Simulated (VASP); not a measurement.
A run of VASP 6.6.1:

Contents of INCAR:

```
SYSTEM = BiAsS
ALGO = Normal ; EDIFF = 1E-7
ENCUT = 520 ; GGA = PE
ISIF = 2 ; ISMEAR = 0
LASPH = .True. ; LCHARG = .False.
LREAL = .False. ; LWAVE = .False.
NBANDS = 35 ; NELM = 60
PREC = Accurate ; SIGMA = 0.1
```

Contents of KPOINTS:

```
k-points
0
Gamma
  4 4 4
  0 0 0
```

POSCAR

```
BiAsS
1.0
    5.0426031300      0.0000000000      0.0000000000
    0.0000000000      5.0426031300      0.0000000000
    0.0000000000      0.0000000000      6.3070004500
Bi As S
2 2 2
Direct
    0.5000000000      0.0000000000      0.3629832000
    0.0000000000      0.5000000000      0.6370168000
    0.5000000000      0.5000000000      0.0000000000
    0.0000000000      0.0000000000      0.0000000000
    0.5000000000      0.5000000000      0.5000000000
    0.0000000000      0.0000000000      0.5000000000
```

Potentials or basis: VASP PAW PBE potentials, release 64 (Bi_d, As, S).

Run with:

```console
$ cat potpaw_PBE.64/Bi_d/POTCAR potpaw_PBE.64/As/POTCAR potpaw_PBE.64/S/POTCAR > POTCAR
$ mpirun -np 1 vasp_std > vasp.out
```

Hardware: 1 thread of Intel(R) Xeon(R) Platinum 8375C CPU @ 2.90GHz (Ice Lake) (shared host).

Task: How long does it take, and how much memory?

Result: It took 86 s on 1 thread of Intel(R) Xeon(R) Platinum 8375C CPU @ 2.90GHz (Ice Lake), with other jobs on the host, peak memory 0.3 GiB. Counts: scf iterations 14, k points 18.
